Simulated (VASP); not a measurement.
Ga3SiAs3, 7 atoms in the cell. The cell holds a slab with vacuum, 7 atoms: a = 4.063 Å, b = 5.746 Å, c = 19.892 Å, α = 90.00°, β = 90.00°, γ = 90.00°. 

* Program: VASP 6.6.1
* Task: relaxation of the atoms
* Functional: PBE
* Potentials or basis: VASP PAW PBE potentials, release 64 (Ga_d, As, Si)
* Cutoff: 450 eV
* k mesh: 7 × 5 × 1
* Occupations: gaussian, width 0.05 eV
* Spin: collinear spin
* Starting moments: [0.0, 0.0, 0.0, 0.0, 0.0, 0.0, 2.0] μB
* Dipole correction: yes
* Atoms held fixed (from 0): [0, 1, 2, 3, 4, 5]
* Further INCAR settings: ALGO = Normal; EDIFF = 1e-07; NELMDL = -8; IBRION = 2; EDIFFG = -0.025; NSW = 36
* Atoms held along some axes (from 0): atom 6 along a and b

Potentials or basis: VASP PAW PBE potentials, release 64 (Ga_d, As, Si).

Run with:

```sh
$ cat potpaw_PBE.64/Ga_d/POTCAR potpaw_PBE.64/As/POTCAR potpaw_PBE.64/Si/POTCAR > POTCAR
$ mpirun -np 4 vasp_std > vasp.out
```

Hardware: 4 MPI ranks on Intel(R) Xeon(R) Platinum 8488C (Sapphire Rapids) (shared host).

Problem. Estimate the wall time of this run.

Solution. It took 9.8 min on 4 MPI ranks on Intel(R) Xeon(R) Platinum 8488C (Sapphire Rapids), on a shared host, peak memory 0.71 GiB a rank. Counts: scf iterations 92, k points 12, ion steps 5.
